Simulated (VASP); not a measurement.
Sc6H, 7 atoms in the cell. The structure is monoclinic, space group P2/m (No. 10). Conventional cell: a = 5.102 Å, b = 6.474 Å, c = 5.107 Å, α = 90.00°, β = 119.89°, γ = 90.00°. Within 2.9 Å of Sc (site symmetry 1) lie 1 H at 2.20 Å. Within 3.4 Å of Sc (site symmetry 2/m) lie 2 H at 2.55 Å and 14 Sc at 3.24 to 3.37 Å. Within 4.3 Å of Sc (site symmetry 2/m) lie 14 Sc at 3.24 to 3.36 Å and 4 H at 4.12 Å. Within 2.9 Å of H (site symmetry 2/m) lie 6 Sc at 2.20 to 2.55 Å. 

```yaml
Program: VASP 6.6.1
Task: relaxation of cell and atoms
Functional: PBE
Potentials_or_basis: VASP PAW PBE potentials, release 64 (Sc_sv, H)
Cutoff: 500 eV
k_mesh: 8 × 8 × 6
Occupations: gaussian, width 0.1 eV
Spin: no spin polarisation
Dipole_correction: no
Further_INCAR_settings: ALGO = Normal; EDIFF = 1e-07; IBRION = 2; EDIFFG = -0.025; NSW = 90; ISIF = 3
```

Potentials or basis: VASP PAW PBE potentials, release 64 (Sc_sv, H).

The run is started by

```sh
$ cat potpaw_PBE.64/Sc_sv/POTCAR potpaw_PBE.64/H/POTCAR > POTCAR
$ mpirun -np 4 vasp_std > vasp.out
```

Hardware: 4 MPI ranks on AMD EPYC 9R45 96-Core Processor (Zen 5), on a shared host.

Estimate the wall time of this run.

It took 4.4 min on 4 MPI ranks on AMD EPYC 9R45 96-Core Processor (Zen 5), with other jobs on the host, peak memory 0.64 GiB a rank. Counts: scf iterations 25, k points 136, ion steps 2.
